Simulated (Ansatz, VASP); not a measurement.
**TiO2: VASP beside Ansatz**

```
Ti O
1.0
     4.68305    0.00000    0.00000
     0.00000    5.66997    0.00000
     0.00000    0.00000    5.07648
Ti O
4 8
Cartesian
  2.3415 3.7975 3.8074
  0.0000 4.7075 1.2691
  2.3415 1.8725 1.2691
  0.0000 0.9625 3.8074
  3.3921 3.5280 0.4140
  1.0506 4.9770 4.6624
  3.6325 4.9770 2.9523
  1.2909 3.5280 2.1242
  3.3921 2.1420 2.9523
  1.0506 0.6930 2.1242
  3.6325 0.6930 0.4140
  1.2909 2.1420 4.6624
```

Change from the starting cell: equal strain along all axes, cell held, atoms relaxed: +2.0 %.

Alike in both runs: functional PBE; k mesh 6 × 4 × 6; occupations gaussian, width 0.02 eV; no spin polarisation; Hubbard terms Ti d U = 4.0 eV.

Ansatz relaxed the structure, and its values are those at the end. VASP's run is a single point on that final structure, the one shown.

```csv
,VASP,Ansatz
version,VASP 6.6.1,Ansatz 0.2.0
potentials or method,"VASP PAW PBE potentials, release 64 (Ti_sv, O), cutoff 520 eV","scalar-relativistic, plane waves, PAW"
valence electrons in the cell,96,96
```

Ansatz gave:

| Property | Result |
| --- | --- |
| gap on the k mesh at the Fermi level (eV) | 2.66 |
| least direct gap on the mesh (eV) | 2.73 |
| pressure (GPa) | -11.1 |
| rms of the force components (eV/Å) | 0.002 |

Question: Which values does VASP return?

Answer: gap on the k mesh at the Fermi level (eV): 2.70; least direct gap on the mesh (eV): 2.76; pressure (GPa): -7.5; rms of the force components (eV/Å): 0.102.

The programs project onto different local orbitals, so the same U acts differently, and such runs can settle in different states. Ansatz's warnings: stress scf threshold loose.
